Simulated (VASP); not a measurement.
# GaP (F-43m) in VASP: further runs

The runs below take GaP through single point, with HF, b88 exchange, pbe correlation.

Program: VASP 6.6.1. These are calculated values, not measurements. Logs are shortened: lines on timing, memory, paths and dates and some standing lists are left out, and cuts for length are marked.

**Measured values to compare with.**

From “Stacking defects in GaP nanowires: Electronic structure and optical properties”, 2018, arxiv:1810.01194, for a bulk crystal of GaP at 10 K: band gap 2.34 eV (indirect).

The runs below are set against these values where they give the same quantity.

### Step 1. The cell of the first run

It takes space group F-43m (No. 216, cubic). The conventional cell has a = 5.414 Å, b = 5.414 Å, c = 5.414 Å, α = 90.00°, β = 90.00°, γ = 90.00°. Ga (site symmetry -43m) has 4 P at 2.34 Å within 3.1 Å. P (site symmetry -43m) has 4 Ga at 2.34 Å within 3.1 Å.

### Step 2. Single point, HF

File POSCAR:

```
GaP
1.0
    0.0000000000      2.7069591804      2.7069591804
    2.7069591804      0.0000000000      2.7069591804
    2.7069591804      2.7069591804      0.0000000000
Ga P
1 1
Direct
    0.0000000000      0.0000000000      0.0000000000
    0.7500000000      0.7500000000      0.7500000000
```

File INCAR.step1:

```
SYSTEM = GaP
  PREC = Accurate
  ENCUT = 520
  EDIFF = 1E-5
  ISMEAR = -1
  SIGMA = 0.05
  LREAL = .False.
  LASPH = .True.
  NELM = 100
  ALGO = Normal
  ISIF = 2
  LWAVE = .True.
  LCHARG = .False.
  GGA = PE
  NBANDS = 16
```

File INCAR.step2:

```
SYSTEM = GaP
  PREC = Accurate
  ENCUT = 520
  EDIFF = 1E-6
  ISMEAR = -1
  SIGMA = 0.05
  LREAL = .False.
  LASPH = .True.
  NELM = 100
  ALGO = Normal
  ISIF = 2
  LWAVE = .False.
  LCHARG = .False.
  GGA = PE
  LHFCALC = .True.
  AEXX = 1.0
  ALDAC = 0.0
  AGGAC = 0.0
  PRECFOCK = Normal
  ISTART = 1
  NBANDS = 16
```

File KPOINTS:

```
Automatic mesh
0
Gamma
  4 4 4
  0 0 0
```

Potentials or basis: VASP PAW PBE potentials, release 64 (Ga_d, P).

Run with:

```sh
cat potpaw_PBE.64/Ga_d/POTCAR potpaw_PBE.64/P/POTCAR > POTCAR
cp INCAR.step1 INCAR
mpirun -np 1 vasp_std > vasp.out
cp INCAR.step2 INCAR
mpirun -np 1 vasp_std > vasp.out
```

OUTCAR:

```text
SYSTEM = GaP
   PREC = Accurate
   ENCUT = 520
   EDIFF = 1E-6
   ISMEAR = -1
   LREAL = .False.
   LASPH = .True.
   NELM = 100
   ISIF = 2
   GGA = PE
   LHFCALC = .True.
   AEXX = 1.0
   PRECFOCK = Normal
   ISTART = 1

 ion  position               nearest neighbor table
   1  0.000  0.000  0.000-   2 2.34   2 2.34   2 2.34   2 2.34
   2  0.750  0.750  0.750-   1 2.34   1 2.34   1 2.34   1 2.34

  LATTYP: Found a face centered cubic cell.
 ALAT       =     5.4139183608

  Lattice vectors:

 A1 = (   0.0000000000,   2.7069591804,   2.7069591804)
 A2 = (   2.7069591804,   0.0000000000,   2.7069591804)
 A3 = (   2.7069591804,   2.7069591804,   0.0000000000)

Analysis of symmetry for initial positions (statically):
=====================================================================
 Subroutine PRICEL returns:
 Original cell was already a primitive cell.

 Routine SETGRP: Setting up the symmetry group for a
 face centered cubic supercell.

 Subroutine GETGRP returns: Found 24 space group operations
 (whereof 24 operations were pure point group operations)
 out of a pool of 48 trial point group operations.

The static configuration has the point symmetry T_d .

Analysis of symmetry for dynamics (positions and initial velocities):
=====================================================================
 Subroutine PRICEL returns:
 Original cell was already a primitive cell.

 Routine SETGRP: Setting up the symmetry group for a
 face centered cubic supercell.

 Subroutine GETGRP returns: Found 24 space group operations
 (whereof 24 operations were pure point group operations)
 out of a pool of 48 trial point group operations.

The dynamic configuration has the point symmetry T_d .

 Subroutine INISYM returns: Found 24 space group operations
 (whereof 24 operations are pure point group operations),
 and found     1 'primitive' translations

----------------------------------------------------------------------------------------

                                     Primitive cell

  volume of cell :      39.6712

  direct lattice vectors                    reciprocal lattice vectors
[... 71 lines left out ...]
   LREAL  =      F    real-space projection
   EDIFFG = 0.1E-04   stopping-criterion for IOM
   NSW    =      0    number of steps for IOM
   IBRION =     -1    ionic relax: 0-MD 1-quasi-New 2-CG
   NFREE  =      0    steps in history (QN), initial steepest desc. (CG)
   ISIF   =      2    stress and relaxation
   ISYM   =      3    0-nonsym 1-usesym 2-fastsym
   POTIM  = 0.5000    time-step for ionic-motion
   TEBEG  =    0.0;   TEEND  =   0.0 temperature during run
   PSTRESS=    0.0 pullay stress
   NELECT =      18.0000    total number of electrons
   NUPDOWN=      -1.0000    fix difference up-down
   EMIN   =  10.00;   EMAX   =-10.00  energy-range for DOS
   EFERMI =   0.00;   METHOD = LEGACY
   ISMEAR =    -1;   SIGMA  =   0.05  broadening in eV -4-tet -1-fermi 0-gaus
   EFERMI_NEDOS =   21; number of points for ismear=-14 and -15
   IALGO  =     38    algorithm
   IMIX   =      1    mixing-type and parameters
     AMIX     =   0.40;   BMIX     =  1.00
     AMIX_MAG =   1.60;   BMIX_MAG =  1.00
  volume/ion in A,a.u.               =      19.84       133.86
  Fermi-wavevector in a.u.,A,eV,Ry     =   1.257981  2.377239 21.531428  1.582515
  Thomas-Fermi vector in A             =   2.391613
   LORBIT       =      0    0 simple, 1 ext, 2 COOP (PROOUT), +10 PAW based schemes
   GGA     = PE    functional components
   LHFCALC =     T    Hartree Fock is set to
   PRECFOCK=normal    Normal, Fast or Accurate (Low or Medium for compatibility)
   ENCUT4O =  -1.0   cutoff for four orbital integrals eV
   NKREDX  =     1    reduce k-point grid by
   NKREDY  =     1    reduce k-point grid by
   NKREDZ  =     1    reduce k-point grid by
   AEXX    =    1.0000 exact exchange contribution
   HFSCREEN=    0.0000 screening length (either q_TF or 0.3 A-1)
   HFSCREENC=   0.0000 screening length for correlation (either q_TF or 0.3 A-1)
   ENCUTFOCK=  -1.0 apply spherical cutoff to Coloumb kernel
   IVDW    =     0    specifies the selected vdW correction
   LEPSILON=     F    determine dielectric tensor
   LRPA    =     F    only Hartree local field effects (RPA)
 non-spin polarized calculation
  energy-cutoff  :      520.00
  volume of cell :       39.67
 maximum number of plane-waves:      1090
  NGX = 24; NGY = 24; NGZ = 24

 number of electron      18.0000008 magnetization

 Free energy of the ion-electron system (eV)
  ---------------------------------------------------
  ext. energy  EPLUGINS =         0.00000000
  ---------------------------------------------------
  free energy    TOTEN  =       -17.23224677 eV

  energy without entropy =      -17.23224677  energy(sigma->0) =      -17.23224677

 E-fermi :   3.7186     XC(G=0):   0.0000

 val. band max:        2.6235016383   @ k =   0.0000   0.0000   0.0000
 cond. band min:      10.4735125279   @ k =   0.5000   0.5000   0.0000
 fundamental gap:      7.8500108895
 Fermi energy:         3.7185959138

 k-point     1 :       0.0000    0.0000    0.0000
  band No.  band energies     occupation
      1     -21.8406      2.00000
      2     -21.8406      2.00000
      3     -21.8406      2.00000
      4     -21.7127      2.00000
      5     -21.7127      2.00000
      6     -14.9656      2.00000
[... 129 lines left out ...]
      3     -21.7888      2.00000
      4     -21.7258      2.00000
      5     -21.7073      2.00000
      6     -10.8689      2.00000
[... 8 lines left out ...]
     15      23.7547      0.00000
     16      25.5131      0.00000

------------------------ aborting loop because EDIFF is reached ----------------------------------------

  FORCE on cell =-STRESS in cart. coord.  units (eV):
  Direction    XX          YY          ZZ          XY          YZ          ZX
  --------------------------------------------------------------------------------------
  -------------------------------------------------------------------------------------
  Total        1.8791895      1.8791895      1.8791895      0.0000000      0.0000000     -0.0000000
  in kB       75.8937561     75.8937561     75.8937561      0.0000000      0.0000000     -0.0000000
  external PRESSURE =      75.8937561 kB  Pullay stress =       0.0000000 kB

 VOLUME and BASIS-vectors are now :
 -----------------------------------------------------------------------------
  energy-cutoff  :      520.00
  volume of cell :       39.67
      direct lattice vectors                 reciprocal lattice vectors
     0.000000000  2.706959180  2.706959180    -0.184709102  0.184709102  0.184709102
     2.706959180  0.000000000  2.706959180     0.184709102 -0.184709102  0.184709102
     2.706959180  2.706959180  0.000000000     0.184709102  0.184709102 -0.184709102

 POSITION                                       TOTAL-FORCE (eV/Angst)
 -----------------------------------------------------------------------------------
      0.00000      0.00000      0.00000        -0.000000      0.000000      0.000000
      4.06044      4.06044      4.06044         0.000000     -0.000000     -0.000000
 -----------------------------------------------------------------------------------
    total drift:                                0.000052      0.000062      0.000036

  FREE ENERGIE OF THE ION-ELECTRON SYSTEM (eV)
  ---------------------------------------------------
  free  energy   TOTEN  =       -17.2322467745 eV

  energy  without entropy=      -17.2322467744  energy(sigma->0) =      -17.23224677
```

OSZICAR.step1:

```text
N       E                     dE             d eps       ncg     rms          rms(c)
DAV:   1     0.875882962200E+02    0.87588E+02   -0.88074E+03   264   0.170E+03
DAV:   2    -0.219088739421E+01   -0.89779E+02   -0.85930E+02   272   0.324E+02
DAV:   3    -0.916195195760E+01   -0.69711E+01   -0.69530E+01   360   0.697E+01
DAV:   4    -0.925915685126E+01   -0.97205E-01   -0.97178E-01   288   0.862E+00
DAV:   5    -0.926129034323E+01   -0.21335E-02   -0.21334E-02   352   0.121E+00    0.438E+00
DAV:   6    -0.898747320538E+01    0.27382E+00   -0.40359E-01   400   0.111E+01    0.293E+00
DAV:   7    -0.895513339257E+01    0.32340E-01   -0.10955E-01   352   0.224E+00    0.118E+00
DAV:   8    -0.895603942925E+01   -0.90604E-03   -0.15832E-02   280   0.151E+00    0.222E-01
DAV:   9    -0.895655722252E+01   -0.51779E-03   -0.15251E-03   304   0.539E-01    0.787E-02
DAV:  10    -0.895664365837E+01   -0.86436E-04   -0.12756E-04   384   0.126E-01    0.382E-02
DAV:  11    -0.895672775929E+01   -0.84101E-04   -0.11080E-04   288   0.851E-02    0.502E-03
DAV:  12    -0.895672750836E+01    0.25093E-06   -0.26161E-06   208   0.214E-02
   1 F= -.89567275E+01 E0= -.89567275E+01  d E =-.219492E-07
```

Wall time 12 min (1 thread of AMD EPYC 7R43 (Zen 3), shared host); peak memory 0.13 GiB.

What came out:

| Property | Result |
| --- | --- |
| Free energy | -17.2322 eV |
| Pressure | 7.6 GPa |
| Band gap on the k mesh | 7.85 eV (least direct gap 9.66 eV) |

Levels at points of the mesh, in eV from the valence-band top:
| k point | band 6 | band 7 | band 8 | band 9 | band 10 | band 11 | band 12 | band 13 |
| --- | --- | --- | --- | --- | --- | --- | --- | --- |
| (0.00, 0.00, 0.00) | -17.59 | 0.00 | 0.00 | 0.00 | 9.66 | 11.04 | 11.04 | 11.04 |
| (0.50, 0.00, 0.00) | -14.81 | -8.91 | -1.47 | -1.47 | 8.82 | 11.89 | 11.89 | 15.80 |
| (0.50, 0.50, 0.00) | -13.60 | -8.93 | -3.60 | -3.60 | 7.85 | 8.46 | 20.17 | 20.17 |

Caveat: the k points lie up to 0.50 Å⁻¹ apart; the PAW data sets were made with another functional, which shifts forces and pressure a little. A k mesh can miss the band edges.

[end of part 1 of 2]
